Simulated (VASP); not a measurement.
# Ir (Fm-3m) in VASP: notebook

Runs on Ir. Level: r2SCANh. Tasks: single point.

Everything below comes from runs of VASP 6.6.1. Logs are shortened: lines on timing, memory, paths and dates and some standing lists are left out, and cuts for length are marked.

## 1. The cell of the first run

It takes space group Fm-3m (No. 225, cubic). Conventional cell: a = 3.857 Å, b = 3.857 Å, c = 3.857 Å, α = 90.00°, β = 90.00°, γ = 90.00°. Ir (site symmetry m-3m) has 12 Ir at 2.73 Å within 3.6 Å.

## 2. Single point, r2SCANh

Input file POSCAR:

```
Ir
1.0
    0.0000000000      1.9282864624      1.9282864624
    1.9282864624      0.0000000000      1.9282864624
    1.9282864624      1.9282864624      0.0000000000
Ir
1
Direct
    0.0000000000      0.0000000000      0.0000000000
```

Input file INCAR.step1:

```
SYSTEM = Ir
  PREC = Accurate
  ENCUT = 520
  EDIFF = 1E-5
  ISMEAR = -1
  SIGMA = 0.05
  LREAL = .FALSE.
  LASPH = .TRUE.
  NELM = 100
  ALGO = Normal
  ISIF = 2
  LWAVE = .TRUE.
  NBANDS = 10
  GGA = PE
```

Input file INCAR.step2:

```
SYSTEM = Ir
  PREC = Accurate
  ENCUT = 520
  EDIFF = 1E-7
  ISMEAR = -1
  SIGMA = 0.05
  LREAL = .FALSE.
  LASPH = .TRUE.
  NELM = 100
  ALGO = Normal
  ISIF = 2
  LWAVE = .FALSE.
  LCHARG = .TRUE.
  METAGGA = R2SCAN
  LHFCALC = .TRUE.
  AEXX = 0.1
  LMIXTAU = .TRUE.
  PRECFOCK = Normal
  LELF = .TRUE.
  LVHAR = .TRUE.
  NBANDS = 10
  ISTART = 1
```

Input file KPOINTS:

```
Automatic mesh
0
G
  6 6 6
  0 0 0
```

Potentials or basis: VASP PAW PBE potentials, release 64 (Ir).

Started as:

```bash
$ cat potpaw_PBE.64/Ir/POTCAR > POTCAR
$ cp INCAR.step1 INCAR
$ mpirun -np 1 vasp_std > vasp.out
$ cp INCAR.step2 INCAR
$ mpirun -np 1 vasp_std > vasp.out
```

OUTCAR:

```text
SYSTEM = Ir
   PREC = Accurate
   ENCUT = 520
   EDIFF = 1E-7
   ISMEAR = -1
   LREAL = .FALSE.
   LASPH = .TRUE.
   NELM = 100
   ISIF = 2
   METAGGA = R2SCAN
   LHFCALC = .TRUE.
   AEXX = 0.1
   PRECFOCK = Normal
   ISTART = 1

 ion  position               nearest neighbor table
   1  0.000  0.000  0.000-

  LATTYP: Found a face centered cubic cell.
 ALAT       =     3.8565729248

  Lattice vectors:

 A1 = (   0.0000000000,   1.9282864624,   1.9282864624)
 A2 = (   1.9282864624,   0.0000000000,   1.9282864624)
 A3 = (   1.9282864624,   1.9282864624,   0.0000000000)

Analysis of symmetry for initial positions (statically):
[... 5 lines left out ...]
 face centered cubic supercell.

 Subroutine GETGRP returns: Found 48 space group operations
 (whereof 48 operations were pure point group operations)
 out of a pool of 48 trial point group operations.

The static configuration has the point symmetry O_h .

Analysis of symmetry for dynamics (positions and initial velocities):
[... 5 lines left out ...]
 face centered cubic supercell.

 Subroutine GETGRP returns: Found 48 space group operations
 (whereof 48 operations were pure point group operations)
 out of a pool of 48 trial point group operations.

The dynamic configuration has the point symmetry O_h .

 Subroutine INISYM returns: Found 48 space group operations
 (whereof 48 operations are pure point group operations),
 and found     1 'primitive' translations

----------------------------------------------------------------------------------------

                                     Primitive cell

  volume of cell :      14.3399

  direct lattice vectors                    reciprocal lattice vectors
     0.000000000  1.928286462  1.928286462    -0.259297573  0.259297573  0.259297573
     1.928286462  0.000000000  1.928286462     0.259297573 -0.259297573  0.259297573
     1.928286462  1.928286462  0.000000000     0.259297573  0.259297573 -0.259297573

  length of vectors
     2.727008867  2.727008867  2.727008867     0.449116571  0.449116571  0.449116571

  position of ions in fractional coordinates (direct lattice)
     0.000000000  0.000000000  0.000000000

  ion indices of the primitive-cell ions
   primitive index   ion index
                 1           1

----------------------------------------------------------------------------------------

 KPOINTS: Automatic mesh

Automatic generation of k-mesh.
 Grid dimensions read from file:
 generate k-points for:    6    6    6

 Generating k-lattice:

  Cartesian coordinates                     Fractional coordinates (reciprocal lattice)
    -0.043216262  0.043216262  0.043216262     0.166666667  0.000000000  0.000000000
     0.043216262 -0.043216262  0.043216262     0.000000000  0.166666667  0.000000000
     0.043216262  0.043216262 -0.043216262     0.000000000  0.000000000  0.166666667

  Length of vectors
     0.074852762  0.074852762  0.074852762

  Shift w.r.t. Gamma in fractional coordinates (k-lattice)
     0.000000000  0.000000000  0.000000000

 Subroutine IBZKPT returns following result:
 ===========================================

 Found     16 irreducible k-points:

 Following reciprocal coordinates:
[... 6 lines left out ...]
  0.333333  0.166667  0.000000     24.000000
[... 8 lines left out ...]
 -0.333333  0.333333  0.166667     24.000000
 -0.333333  0.500000  0.166667     12.000000
   k-points           NKPTS =     16   k-points in BZ     NKDIM =    216   number of bands    NBANDS=     10
   number of dos      NEDOS =    301   number of ions     NIONS =      1
   total plane-waves  NPLWV =   8000
   dimension x,y,z NGX =    20 NGY =   20 NGZ =   20
   dimension x,y,z NGXF=    40 NGYF=   40 NGZF=   40
   ions per type =               1
   NGX,Y,Z   is equivalent  to a cutoff of  12.19, 12.19, 12.19 a.u.
   NGXF,Y,Z  is equivalent  to a cutoff of  24.39, 24.39, 24.39 a.u.
 SYSTEM =  Ir
   PREC   = accura    normal or accurate (medium, high low for compatibility)
   ISTART =      1    job   : 0-new  1-cont  2-samecut
   ICHARG =      0    charge: 1-file 2-atom 10-const
   ISPIN  =      1    spin polarized calculation?
   LNONCOLLINEAR =      F non collinear calculations
   LSORBIT =      F    spin-orbit coupling
   LASPH  =      T    aspherical Exc in radial PAW
   ENCUT  =  520.0 eV  38.22 Ry    6.18 a.u.   5.07  5.07  5.07*2*pi/ulx,y,z
   NELM   =    100;   NELMIN=  2; NELMDL=  0     # of ELM steps
   EDIFF  = 0.1E-06   stopping-criterion for ELM
   LREAL  =      F    real-space projection
   EDIFFG = 0.1E-05   stopping-criterion for IOM
   NSW    =      0    number of steps for IOM
   IBRION =     -1    ionic relax: 0-MD 1-quasi-New 2-CG
   NFREE  =      0    steps in history (QN), initial steepest desc. (CG)
   ISIF   =      2    stress and relaxation
   ISYM   =      3    0-nonsym 1-usesym 2-fastsym
   POTIM  = 0.5000    time-step for ionic-motion
   TEBEG  =    0.0;   TEEND  =   0.0 temperature during run
   PSTRESS=    0.0 pullay stress
   NELECT =       9.0000    total number of electrons
   NUPDOWN=      -1.0000    fix difference up-down
   EMIN   =  10.00;   EMAX   =-10.00  energy-range for DOS
   EFERMI =   0.00;   METHOD = LEGACY
   ISMEAR =    -1;   SIGMA  =   0.05  broadening in eV -4-tet -1-fermi 0-gaus
   EFERMI_NEDOS =   21; number of points for ismear=-14 and -15
   IALGO  =     38    algorithm
   IMIX   =      1    mixing-type and parameters
     AMIX     =   0.40;   BMIX     =  1.00
     AMIX_MAG =   1.60;   BMIX_MAG =  1.00
  volume/ion in A,a.u.               =      14.34        96.77
  Fermi-wavevector in a.u.,A,eV,Ry     =   1.401654  2.648742 26.730463  1.964634
  Thomas-Fermi vector in A             =   2.524494
   LORBIT       =      0    0 simple, 1 ext, 2 COOP (PROOUT), +10 PAW based schemes
   METAGGA = R2SCAN    functional components
   LHFCALC =     T    Hartree Fock is set to
   PRECFOCK=normal    Normal, Fast or Accurate (Low or Medium for compatibility)
   ENCUT4O =  -1.0   cutoff for four orbital integrals eV
   NKREDX  =     1    reduce k-point grid by
   NKREDY  =     1    reduce k-point grid by
   NKREDZ  =     1    reduce k-point grid by
   AEXX    =    0.1000 exact exchange contribution
   HFSCREEN=    0.0000 screening length (either q_TF or 0.3 A-1)
   HFSCREENC=   0.0000 screening length for correlation (either q_TF or 0.3 A-1)
   ENCUTFOCK=  -1.0 apply spherical cutoff to Coloumb kernel
   IVDW    =     0    specifies the selected vdW correction
   LEPSILON=     F    determine dielectric tensor
   LRPA    =     F    only Hartree local field effects (RPA)
 non-spin polarized calculation
  energy-cutoff  :      520.00
  volume of cell :       14.34
 maximum number of plane-waves:       397
  NGX = 16; NGY = 16; NGZ = 16

 number of electron       9.0000000 magnetization

 Free energy of the ion-electron system (eV)
  ---------------------------------------------------
  ext. energy  EPLUGINS =         0.00000000
  ---------------------------------------------------
  free energy    TOTEN  =       -48.95905846 eV

  energy without entropy =      -48.95056699  energy(sigma->0) =      -48.95481272

 E-fermi :   9.2968     XC(G=0): -13.8836

 val. band max:        9.2181633417   @ k =   0.5000   0.3333   0.1667
 cond. band min:       9.6770278238   @ k =   0.3333   0.0000   0.0000
 fundamental gap:      0.4588644820
 Fermi energy:         9.2967749959

 k-point     1 :       0.0000    0.0000    0.0000
  band No.  band energies     occupation
      1      -2.1554      2.00000
      2       5.4769      2.00000
      3       5.4769      2.00000
      4       5.4769      2.00000
      5       8.1869      2.00000
      6       8.1869      2.00000
      7      25.4792      0.00000
      8      31.3172      0.00000
      9      31.3172      0.00000
     10      31.3172      0.00000

 k-point     2 :       0.1667    0.0000    0.0000
  band No.  band energies     occupation
      1      -0.9286      2.00000
      2       4.9833      2.00000
      3       5.8943      2.00000
      4       5.8943      2.00000
      5       8.0830      2.00000
      6       8.0830      2.00000
      7      27.1791      0.00000
      8      27.5204      0.00000
      9      33.2614      0.00000
     10      33.2614      0.00000

 k-point     3 :       0.3333    0.0000    0.0000
  band No.  band energies     occupation
      1       0.8947      2.00000
      2       5.6440      2.00000
      3       5.6440      2.00000
      4       5.9710      2.00000
      5       9.6770      0.00100
      6       9.6770      0.00100
      7      22.1632      0.00000
      8      26.6775      0.00000
      9      34.0095      0.00000
     10      34.0096      0.00000

 k-point     4 :       0.5000    0.0000    0.0000
  band No.  band energies     occupation
      1       1.0179      2.00000
      2       5.2875      2.00000
      3       5.2875      2.00000
      4       8.9355      1.99855
      5      10.9194      0.00000
      6      10.9195      0.00000
      7      17.8616      0.00000
      8      25.0735      0.00000
      9      31.1475      0.00000
     10      31.1475      0.00000
[... 118 lines left out ...]
 k-point    14 :       0.5000    0.3333    0.1667
  band No.  band energies     occupation
      1       2.9548      2.00000
      2       3.4826      2.00000
      3       4.6751      2.00000
      4       8.2110      2.00000
      5       9.2182      1.65620
      6      13.1598      0.00000
      7      22.4394      0.00000
      8      24.7493      0.00000
      9      27.7819      0.00000
     10      34.4307      0.00000

 k-point    15 :      -0.3333    0.3333    0.1667
  band No.  band energies     occupation
      1       3.4361      2.00000
      2       3.4401      2.00000
      3       5.0599      2.00000
      4       7.5205      2.00000
      5      10.6789      0.00000
      6      17.2670      0.00000
      7      17.3260      0.00000
      8      24.3069      0.00000
      9      26.0322      0.00000
     10      32.9892      0.00000

 k-point    16 :      -0.3333    0.5000    0.1667
  band No.  band energies     occupation
      1       2.3510      2.00000
      2       3.0008      2.00000
      3       6.3863      2.00000
      4       8.4805      2.00000
      5      11.5847      0.00000
      6      17.2599      0.00000
      7      19.2335      0.00000
      8      21.4236      0.00000
      9      23.9991      0.00000
     10      36.0261      0.00000

------------------------ aborting loop because EDIFF is reached ----------------------------------------

  FORCE on cell =-STRESS in cart. coord.  units (eV):
  Direction    XX          YY          ZZ          XY          YZ          ZX
  --------------------------------------------------------------------------------------
  -------------------------------------------------------------------------------------
  Total       -0.4089540     -0.4089540     -0.4089540      0.0000000     -0.0000000     -0.0000000
  in kB      -45.6920240    -45.6920240    -45.6920240      0.0000000     -0.0000000     -0.0000000
  external PRESSURE =     -45.6920240 kB  Pullay stress =       0.0000000 kB

 VOLUME and BASIS-vectors are now :
 -----------------------------------------------------------------------------
  energy-cutoff  :      520.00
  volume of cell :       14.34
      direct lattice vectors                 reciprocal lattice vectors
     0.000000000  1.928286462  1.928286462    -0.259297573  0.259297573  0.259297573
     1.928286462  0.000000000  1.928286462     0.259297573 -0.259297573  0.259297573
     1.928286462  1.928286462  0.000000000     0.259297573  0.259297573 -0.259297573

 POSITION                                       TOTAL-FORCE (eV/Angst)
 -----------------------------------------------------------------------------------
      0.00000      0.00000      0.00000         0.000000      0.000000      0.000000
 -----------------------------------------------------------------------------------
    total drift:                               -0.000000     -0.000000     -0.000000

  FREE ENERGIE OF THE ION-ELECTRON SYSTEM (eV)
  ---------------------------------------------------
  free  energy   TOTEN  =       -48.9590584577 eV

  energy  without entropy=      -48.9505669882  energy(sigma->0) =      -48.95481272
```

Run time: 9.1 min. Hardware: 1 thread of Intel Xeon Platinum 8259CL at 2.50GHz (Skylake/Cascade Lake), shared host; peak memory 0.14 GiB.

Results:

```yaml
Free_energy: -48.9591 eV
Pressure: -4.6 GPa
```

Caveat: the k points lie up to 0.47 Å⁻¹ apart; the PAW data sets were made with another functional, which shifts forces and pressure a little; spin-orbit coupling is left out, which moves the levels of the heavy elements.

## 3. Single point, r2SCANh

This run uses another cell than the first one, of 14.62 Å³/atom, 1.020 times its volume.

Input file POSCAR:

```
Ir
1.0
    0.0000000000      1.9408081540      1.9408081540
    1.9408081540      0.0000000000      1.9408081540
    1.9408081540      1.9408081540      0.0000000000
Ir
1
Direct
    0.0000000000      0.0000000000      0.0000000000
```

Input file INCAR.step1:

```
PREC = Accurate
ENCUT = 520
EDIFF = 1E-5
ISMEAR = -1
SIGMA = 0.05
LREAL = F
LASPH = T
NELM = 60
ALGO = Normal
ISIF = 2
LWAVE = T
GGA = PE
NBANDS = 10
```

Input file INCAR.step2:

```
PREC = Accurate
ENCUT = 520
EDIFF = 1E-7
ISMEAR = -1
SIGMA = 0.05
LREAL = F
LASPH = T
NELM = 60
ALGO = Normal
ISIF = 2
LWAVE = F
LCHARG = T
METAGGA = R2SCAN
LHFCALC = T
AEXX = 0.1
LMIXTAU = T
PRECFOCK = Normal
LELF = T
LVHAR = T
ISTART = 1
NBANDS = 10
```

Input file KPOINTS:

```
regular mesh
0
Gamma
  6 6 6
```

Potentials or basis: VASP PAW PBE potentials, release 64 (Ir).

Started as:

```bash
$ cat potpaw_PBE.64/Ir/POTCAR > POTCAR
$ cp INCAR.step1 INCAR
$ mpirun -np 1 vasp_std > vasp.out
$ cp INCAR.step2 INCAR
$ mpirun -np 1 vasp_std > vasp.out
```

It took 8.3 min on 1 thread of Intel Xeon Platinum 8259CL at 2.50GHz (Skylake/Cascade Lake), shared host; peak memory 0.15 GiB.

The run converged. Its results:

```yaml
Free_energy: -48.9450 eV
Pressure: -11.4 GPa
```

Levels at points of the mesh, in eV from the Fermi level:
```tsv
k point	band 1	band 2	band 3	band 4	band 5	band 6	band 7	band 8	band 9
(0.00, 0.00, 0.00)	-11.25	-3.72	-3.72	-3.72	-1.09	-1.09	16.20	21.92	21.92
(0.50, 0.00, 0.00)	-8.08	-3.90	-3.90	-0.32	1.57	1.57	8.34	15.79	21.65
(0.50, 0.50, 0.00)	-7.89	-7.28	1.33	2.19	2.19	2.46	11.71	13.17	13.17
```

Caveat: the k points lie up to 0.47 Å⁻¹ apart; the PAW data sets were made with another functional, which shifts forces and pressure a little; spin-orbit coupling is left out, which moves the levels of the heavy elements.
